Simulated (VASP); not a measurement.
# CdI2 (P-3m1) in VASP: notebook, part 2 of 2

VASP 6.6.1. The steps go on from the part before.

**4. Electric field gradients, PBEsol (equal xx and yy strain of +2 %)**

File INCAR:

```
SYSTEM = CdI2
PREC = Accurate
ENCUT = 400
EDIFF = 1E-8
ISMEAR = -1
SIGMA = 0.03
LREAL = .False.
LASPH = .True.
NELM = 120
ALGO = Normal
ISIF = 2
LWAVE = .False.
LCHARG = .False.
GGA = PS
LEFG = .True.
NBANDS = 20
GGA_COMPAT = .False.
```

File KPOINTS:

```
regular mesh
0
Gamma
  8 8 5
  0 0 0
```

File POSCAR:

```
CdI2
1.0
    4.3288791990      0.0000000000      0.0000000000
   -2.1644395994      3.7489193562      0.0000000000
    0.0000000000      0.0000000000      6.8590000000
Cd I
1 2
Direct
    0.0000000000      0.0000000000      0.0000000000
    0.3333333333      0.6666666667      0.2492000000
    0.6666666667      0.3333333333      0.7508000000
```

Potentials or basis: VASP PAW PBE potentials, release 64 (Cd, I).

Launch:

```
cat potpaw_PBE.64/Cd/POTCAR potpaw_PBE.64/I/POTCAR > POTCAR
mpirun -np 1 vasp_std > vasp.out
```

OUTCAR:

```text
SYSTEM = CdI2
   PREC = Accurate
   ENCUT = 400
   EDIFF = 1E-8
   ISMEAR = -1
   LREAL = .False.
   LASPH = .True.
   NELM = 120
   ISIF = 2
   GGA = PS

 ion  position               nearest neighbor table
   1  0.000  0.000  0.000-   2 3.03   3 3.03   2 3.03   3 3.03   3 3.03   2 3.03
   2  0.333  0.667  0.249-   1 3.03   1 3.03   1 3.03
   3  0.667  0.333  0.751-   1 3.03   1 3.03   1 3.03

  LATTYP: Found a hexagonal cell.
 ALAT       =     4.3288791990
 C/A-ratio  =     1.5844747993

  Lattice vectors:

 A1 = (   4.3288791990,   0.0000000000,   0.0000000000)
 A2 = (  -2.1644395994,   3.7489193562,   0.0000000000)
 A3 = (   0.0000000000,   0.0000000000,   6.8590000000)

Analysis of symmetry for initial positions (statically):
=====================================================================
 Subroutine PRICEL returns:
 Original cell was already a primitive cell.

 Routine SETGRP: Setting up the symmetry group for a
 hexagonal supercell.

 Subroutine GETGRP returns: Found 12 space group operations
 (whereof 12 operations were pure point group operations)
 out of a pool of 24 trial point group operations.

The static configuration has the point symmetry D_3d.

Analysis of symmetry for dynamics (positions and initial velocities):
=====================================================================
 Subroutine PRICEL returns:
 Original cell was already a primitive cell.

 Routine SETGRP: Setting up the symmetry group for a
 hexagonal supercell.

 Subroutine GETGRP returns: Found 12 space group operations
 (whereof 12 operations were pure point group operations)
 out of a pool of 24 trial point group operations.

The dynamic configuration has the point symmetry D_3d.

 Subroutine INISYM returns: Found 12 space group operations
 (whereof 12 operations are pure point group operations),
 and found     1 'primitive' translations

----------------------------------------------------------------------------------------

                                     Primitive cell

  volume of cell :     111.3121

  direct lattice vectors                    reciprocal lattice vectors
     4.328879199  0.000000000  0.000000000     0.231006677  0.133371767  0.000000000
    -2.164439599  3.748919356  0.000000000     0.000000000  0.266743535  0.000000000
     0.000000000  0.000000000  6.859000000     0.000000000  0.000000000  0.145793847

  length of vectors
     4.328879199  4.328879199  6.859000000     0.266743535  0.266743535  0.145793847

  position of ions in fractional coordinates (direct lattice)
     0.000000000  0.000000000  0.000000000
     0.333333333  0.666666667  0.249200000
     0.666666667  0.333333333  0.750800000

  ion indices of the primitive-cell ions
   primitive index   ion index
                 1           1
                 2           2
[... 78 lines left out ...]
   NFREE  =      0    steps in history (QN), initial steepest desc. (CG)
   ISIF   =      2    stress and relaxation
   ISYM   =      2    0-nonsym 1-usesym 2-fastsym
   POTIM  = 0.5000    time-step for ionic-motion
   TEBEG  =    0.0;   TEEND  =   0.0 temperature during run
   PSTRESS=    0.0 pullay stress
   NELECT =      26.0000    total number of electrons
   NUPDOWN=      -1.0000    fix difference up-down
   EMIN   =  10.00;   EMAX   =-10.00  energy-range for DOS
   EFERMI =   0.00;   METHOD = LEGACY
   ISMEAR =    -1;   SIGMA  =   0.03  broadening in eV -4-tet -1-fermi 0-gaus
   EFERMI_NEDOS =   21; number of points for ismear=-14 and -15
   IALGO  =     38    algorithm
   IMIX   =      4    mixing-type and parameters
     AMIX     =   0.40;   BMIX     =  1.00
     AMIX_MAG =   1.60;   BMIX_MAG =  1.00
  volume/ion in A,a.u.               =      37.10       250.39
  Fermi-wavevector in a.u.,A,eV,Ry     =   1.008212  1.905244 13.830203  1.016491
  Thomas-Fermi vector in A             =   2.141065
   LORBIT       =      0    0 simple, 1 ext, 2 COOP (PROOUT), +10 PAW based schemes
   GGA     = PS    functional components
   LHFCALC =     F    Hartree Fock is set to
   AEXX    =    0.0000 exact exchange contribution
   IVDW    =     0    specifies the selected vdW correction
   LEPSILON=     F    determine dielectric tensor
   LRPA    =     F    only Hartree local field effects (RPA)
 non-spin polarized calculation
  energy-cutoff  :      400.00
  volume of cell :      111.31
 maximum number of plane-waves:      2040
   NGX = 15   NGY = 15   NGZ = 23

 number of electron      25.9999993 magnetization

 Free energy of the ion-electron system (eV)
  ---------------------------------------------------
  ext. energy  EPLUGINS =         0.00000000
  ---------------------------------------------------
  free energy    TOTEN  =        -6.34578328 eV

  energy without entropy =       -6.34578328  energy(sigma->0) =       -6.34578328

 E-fermi :   2.2197     XC(G=0):  -8.5806

 val. band max:        1.5171840272   @ k =   0.1250  -0.0000   0.0000
 cond. band min:       3.7370606549   @ k =   0.0000   0.0000   0.0000
 fundamental gap:      2.2198766277
 Fermi energy:         2.2196965473

 k-point     1 :       0.0000    0.0000    0.0000
  band No.  band energies     occupation
      1     -10.4408      2.00000
      2      -9.7715      2.00000
      3      -5.9372      2.00000
      4      -5.9372      2.00000
      5      -5.8272      2.00000
      6      -5.7542      2.00000
[... 541 lines left out ...]
     19       9.1055      0.00000
     20      10.4498      0.00000

 [... further k-points ...]

------------------------ aborting loop because EDIFF is reached ----------------------------------------

  FORCE on cell =-STRESS in cart. coord.  units (eV):
  Direction    XX          YY          ZZ          XY          YZ          ZX
  --------------------------------------------------------------------------------------
  -------------------------------------------------------------------------------------
  Total       -1.3124674     -1.3124674     -0.8574678     -0.0000000     -0.0000000      0.0000000
  in kB      -18.8910773    -18.8910773    -12.3420144     -0.0000000     -0.0000000      0.0000000
  external PRESSURE =     -16.7080563 kB  Pullay stress =       0.0000000 kB

 VOLUME and BASIS-vectors are now :
 -----------------------------------------------------------------------------
  energy-cutoff  :      400.00
  volume of cell :      111.31
      direct lattice vectors                 reciprocal lattice vectors
     4.328879199  0.000000000  0.000000000     0.231006677  0.133371767  0.000000000
    -2.164439599  3.748919356  0.000000000     0.000000000  0.266743535  0.000000000
     0.000000000  0.000000000  6.859000000     0.000000000  0.000000000  0.145793847

 POSITION                                       TOTAL-FORCE (eV/Angst)
 -----------------------------------------------------------------------------------
      0.00000      0.00000      0.00000        -0.000000      0.000000      0.000000
     -0.00000      2.49928      1.70926         0.000000     -0.000000     -0.231869
      2.16444      1.24964      5.14974        -0.000000      0.000000      0.231869
 -----------------------------------------------------------------------------------
    total drift:                               -0.000000      0.000000      0.000000

  FREE ENERGIE OF THE ION-ELECTRON SYSTEM (eV)
  ---------------------------------------------------
  free  energy   TOTEN  =        -6.3457832783 eV

  energy  without entropy=       -6.3457832783  energy(sigma->0) =       -6.34578328

 Electric field gradients (V/A^2)
---------------------------------------------------------------------
 ion       V_xx      V_yy      V_zz      V_xy      V_xz      V_yz
---------------------------------------------------------------------
   1      -2.369    -2.366     4.735     0.002    -0.000     0.000
   2      37.315    37.315   -74.630     0.000     0.000    -0.000
   3      37.315    37.315   -74.630     0.000     0.000    -0.000
---------------------------------------------------------------------

 Electric field gradients after diagonalization (V/A^2)
 (convention: |V_zz| > |V_xx| > |V_yy|)
----------------------------------------------------------------------
 ion       V_xx      V_yy      V_zz     asymmetry (V_yy - V_xx)/ V_zz
----------------------------------------------------------------------
   1      -2.370    -2.365     4.735       0.001
   2      37.315    37.315   -74.630       0.000
   3      37.315    37.315   -74.630       0.000
----------------------------------------------------------------------

           NMR quadrupolar parameters

 Cq : quadrupolar parameter    Cq=e*Q*V_zz/h
 eta: asymmetry parameters     (V_yy - V_xx)/ V_zz
 Q  : nuclear electric quadrupole moment in mb (millibarn)
----------------------------------------------------------------------
 ion       Cq(MHz)       eta       Q (mb)
----------------------------------------------------------------------
   1       0.011       0.001       1.000
   2      -0.180       0.000       1.000
   3      -0.180       0.000       1.000
----------------------------------------------------------------------
```

stdout:

```text
POSCAR found type information on POSCAR CdI
 POSCAR found :  2 types and       3 ions
 scaLAPACK will be used
 -----------------------------------------------------------------------------
|                                                                             |
|                                                                             |
|     You enforced a specific xc type in the INCAR file but a different       |
|     I HOPE YOU KNOW WHAT YOU ARE DOING!                                     |
|                                                                             |
 -----------------------------------------------------------------------------

 LDA part: xc-table for (Slater+PW92), standard interpolation
 POSCAR, INCAR and KPOINTS ok, starting setup
 FFT: planning ... GRIDC
 FFT: planning ... GRID_SOFT
 FFT: planning ... GRID
 WAVECAR not read
 entering main loop
ion   1

ion   2

ion   3
```

Wall time 37 s (1 thread of AMD EPYC 9R14 (Zen 4), shared host); peak memory 0.18 GiB.

What came out:

```yaml
Free_energy: -6.3458 eV
Pressure: -1.7 GPa
Largest_force: 0.232 eV/Å
Band_gap_on_the_k_mesh: 2.22 eV (least direct gap 2.24 eV)
Largest_electric_field_gradient_by_atom: Cd +4.7; I -74.6 V/Å²
```

Forces in eV/Å, atoms in the order of the input:
```
Cd   0.000  0.000  0.000
I    0.000  0.000 -0.232
I    0.000  0.000  0.232
```

Stress tensor (GPa, compression positive):
```
-1.89  0.00  0.00
 0.00 -1.89  0.00
 0.00  0.00 -1.23
```

Electric field gradients, principal values (V/Å²):
```
atom   least  middle  greatest (by size)
1 Cd  -2.365  -2.370               4.735
 2 I  37.315  37.315             -74.630
 3 I  37.315  37.315             -74.630
```

Caveat: the cell differs from its parent crystal (equal xx and yy strain of +2 %); without QUAD_EFG the Cq values of the log hold for a quadrupole moment of 1 mb, not for the nuclei; the PAW data sets were made with another functional, which shifts forces and pressure a little; spin-orbit coupling is left out, which moves the levels of the heavy elements; an odd mesh through Γ misses points on the zone boundary, where band edges can lie; this functional lacks dispersion, which binds the layers, so the pressure and a relaxed spacing across them are unreliable.

**5. Electric field gradients, PBEsol (33.52 Å³/atom)**

This run uses another cell than the first one, of 33.52 Å³/atom.

File INCAR:

```
PREC     = Accurate       # precision mode
ENCUT    = 400            # plane-wave cutoff, eV
EDIFF    = 1E-8           # SCF threshold, eV
ISMEAR   = -1             # smearing method
SIGMA    = 0.03           # smearing width, eV
LREAL    = False          # projectors in reciprocal space
LASPH    = True           # aspherical terms in the spheres
NELM     = 120            # most SCF steps
ALGO     = Normal         # electronic algorithm
ISIF     = 2              # what is computed and relaxed
LWAVE    = False          # write WAVECAR
LCHARG   = False          # write CHGCAR
GGA      = PS             # functional
LEFG     = True         
NBANDS   = 20             # bands
GGA_COMPAT= False
```

File KPOINTS:

```
Automatic mesh
0
Gamma
  8 8 5
```

File POSCAR:

```
CdI2
1.0
    4.1573626761      0.0000000000      0.0000000000
   -2.0786813380      3.6003816902      0.0000000000
    0.0000000000      0.0000000000      6.7189811197
Cd I
1 2
Direct
    0.0000000000      0.0000000000      0.0000000000
    0.3333333333      0.6666666667      0.2492000000
    0.6666666667      0.3333333333      0.7508000000
```

Potentials or basis: VASP PAW PBE potentials, release 64 (Cd, I).

Launch:

```
cat potpaw_PBE.64/Cd/POTCAR potpaw_PBE.64/I/POTCAR > POTCAR
mpirun -np 1 vasp_std > vasp.out
```

OUTCAR:

```text
PREC = Accurate
   ENCUT = 400
   EDIFF = 1E-8
   ISMEAR = -1
   LREAL = False
   LASPH = True
   NELM = 120
   ISIF = 2
   GGA = PS

 ion  position               nearest neighbor table
   1  0.000  0.000  0.000-   2 2.93   3 2.93   2 2.93   3 2.93   3 2.93   2 2.93
   2  0.333  0.667  0.249-   1 2.93   1 2.93   1 2.93
   3  0.667  0.333  0.751-   1 2.93   1 2.93   1 2.93

  LATTYP: Found a hexagonal cell.
 ALAT       =     4.1573626761
 C/A-ratio  =     1.6161642953

  Lattice vectors:

 A1 = (   4.1573626761,   0.0000000000,   0.0000000000)
[... 770 lines left out ...]

  energy  without entropy=       -6.3381532796  energy(sigma->0) =       -6.33815328

 Electric field gradients (V/A^2)
---------------------------------------------------------------------
 ion       V_xx      V_yy      V_zz      V_xy      V_xz      V_yz
---------------------------------------------------------------------
   1      -0.934    -0.938     1.871    -0.003     0.000    -0.000
   2      28.353    28.353   -56.706    -0.000    -0.000     0.000
   3      28.353    28.353   -56.706    -0.000    -0.000     0.000
---------------------------------------------------------------------

 Electric field gradients after diagonalization (V/A^2)
 (convention: |V_zz| > |V_xx| > |V_yy|)
----------------------------------------------------------------------
 ion       V_xx      V_yy      V_zz     asymmetry (V_yy - V_xx)/ V_zz
----------------------------------------------------------------------
   1      -0.940    -0.932     1.871       0.004
   2      28.354    28.353   -56.706       0.000
   3      28.354    28.353   -56.706       0.000
----------------------------------------------------------------------

           NMR quadrupolar parameters

 Cq : quadrupolar parameter    Cq=e*Q*V_zz/h
 eta: asymmetry parameters     (V_yy - V_xx)/ V_zz
 Q  : nuclear electric quadrupole moment in mb (millibarn)
----------------------------------------------------------------------
 ion       Cq(MHz)       eta       Q (mb)
----------------------------------------------------------------------
   1       0.005       0.004       1.000
   2      -0.137       0.000       1.000
   3      -0.137       0.000       1.000
----------------------------------------------------------------------
```

OSZICAR:

```text
N       E                     dE             d eps       ncg     rms          rms(c)
DAV:   1     0.136804165952E+03    0.13680E+03   -0.10164E+04  1632   0.905E+02
DAV:   2     0.789163703778E+00   -0.13602E+03   -0.13158E+03  1896   0.228E+02
DAV:   3    -0.653682330540E+01   -0.73260E+01   -0.73044E+01  1916   0.534E+01
DAV:   4    -0.665017557806E+01   -0.11335E+00   -0.11334E+00  2144   0.637E+00
DAV:   5    -0.665118497972E+01   -0.10094E-02   -0.10094E-02  1948   0.569E-01    0.749E+00
DAV:   6    -0.636343610680E+01    0.28775E+00   -0.56268E-01  1712   0.866E+00    0.598E+00
DAV:   7    -0.634008312764E+01    0.23353E-01   -0.19782E-01  1836   0.287E+00    0.213E+00
DAV:   8    -0.633841207105E+01    0.16711E-02   -0.29894E-02  1756   0.193E+00    0.439E-01
DAV:   9    -0.633814912545E+01    0.26295E-03   -0.24089E-03  1824   0.537E-01    0.165E-01
DAV:  10    -0.633815070587E+01   -0.15804E-05   -0.25601E-04  1828   0.139E-01    0.416E-02
DAV:  11    -0.633815280252E+01   -0.20966E-05   -0.17955E-05  1852   0.354E-02    0.185E-02
DAV:  12    -0.633815331328E+01   -0.51077E-06   -0.15763E-06  1872   0.128E-02    0.970E-03
DAV:  13    -0.633815338410E+01   -0.70821E-07   -0.10183E-06  1808   0.890E-03    0.166E-03
DAV:  14    -0.633815331225E+01    0.71852E-07   -0.78957E-08  1888   0.331E-03    0.548E-04
DAV:  15    -0.633815328219E+01    0.30059E-07   -0.20238E-08  1488   0.114E-03    0.322E-04
DAV:  16    -0.633815327958E+01    0.26112E-08   -0.19613E-09  1000   0.478E-04
   1 F= -.63381533E+01 E0= -.63381533E+01  d E =-.660159E-11
```

stdout:

```text
POSCAR found type information on POSCAR CdI
 POSCAR found :  2 types and       3 ions
 scaLAPACK will be used
 -----------------------------------------------------------------------------
|                                                                             |
|                                                                             |
|     You enforced a specific xc type in the INCAR file but a different       |
|     I HOPE YOU KNOW WHAT YOU ARE DOING!                                     |
|                                                                             |
 -----------------------------------------------------------------------------

 LDA part: xc-table for (Slater+PW92), standard interpolation
 POSCAR, INCAR and KPOINTS ok, starting setup
 FFT: planning ... GRIDC
 FFT: planning ... GRID_SOFT
 FFT: planning ... GRID
 WAVECAR not read
 entering main loop
ion   1

ion   2

ion   3
```

Run time: 95 s. Hardware: 1 thread of Intel Xeon 8259CL, shared host; peak memory 0.21 GiB.

What came out:

```
Free energy                             : -6.3382 eV
Pressure                                : 2.0 GPa
Largest force                           : 0.308 eV/Å
Band gap on the k mesh                  : 2.33 eV (least direct gap 2.73 eV)
Largest electric field gradient by atom : Cd +1.9; I -56.7 V/Å²
```

Forces on the atoms (eV/Å):
```
Cd   0.000  0.000  0.000
I    0.000  0.000  0.308
I    0.000  0.000 -0.308
```

Stress tensor (GPa, compression positive):
```
1.93 0.00 0.00
0.00 1.93 0.00
0.00 0.00 2.02
```

Levels at points of the mesh, in eV from the valence-band top:
| k point | band 10 | band 11 | band 12 | band 13 | band 14 | band 15 | band 16 | band 17 |
| --- | --- | --- | --- | --- | --- | --- | --- | --- |
| (0.00, 0.00, 0.00) | -0.39 | -0.19 | -0.19 | -0.18 | 2.55 | 4.24 | 6.24 | 6.24 |
| (0.50, 0.00, 0.00) | -2.29 | -1.77 | -0.85 | -0.16 | 2.65 | 4.83 | 5.67 | 6.42 |

Electric field gradients, principal values (V/Å²):
| atom | least | middle | greatest (by size) |
| --- | --- | --- | --- |
| 1 Cd | -0.932 | -0.940 | 1.871 |
| 2 I | 28.353 | 28.354 | -56.706 |
| 3 I | 28.353 | 28.354 | -56.706 |

Caveat: without QUAD_EFG the Cq values of the log hold for a quadrupole moment of 1 mb, not for the nuclei; the PAW data sets were made with another functional, which shifts forces and pressure a little; spin-orbit coupling is left out, which moves the levels of the heavy elements; an odd mesh through Γ misses points on the zone boundary, where band edges can lie; this functional lacks dispersion, which binds the layers, so the pressure and a relaxed spacing across them are unreliable.

**6. Overview**

```tsv
cell	gap on the mesh (eV)	pressure (GPa)	largest force (eV/Å)
a = 4.202, b = 4.202, c = 6.859 Å, angles 90.0, 90.0, 120.0°, 3 atoms	2.27	0.3	0.02
a = 4.329, b = 4.329, c = 6.859 Å, angles 90.0, 90.0, 120.0°, 3 atoms	2.22	-1.7	0.23
a = 4.157, b = 4.157, c = 6.719 Å, angles 90.0, 90.0, 120.0°, 3 atoms	2.33	2.0	0.31
```

Alike in all rows: task electric field gradients; level PBEsol; potentials or basis VASP PAW PBE potentials, release 64 (Cd, I); no spin polarisation; k mesh 8 × 8 × 5; cutoff (eV) 400; smearing fermi-dirac 0.03 eV.

Caveats: the PAW data sets were made with another functional, which shifts forces and pressure a little; spin-orbit coupling is left out, which moves the levels of the heavy elements; an odd mesh through Γ misses points on the zone boundary, where band edges can lie; this functional lacks dispersion, which binds the layers, so the pressure and a relaxed spacing across them are unreliable.

Total energies depend on the potentials used, so only differences within one code and one set of settings carry meaning.
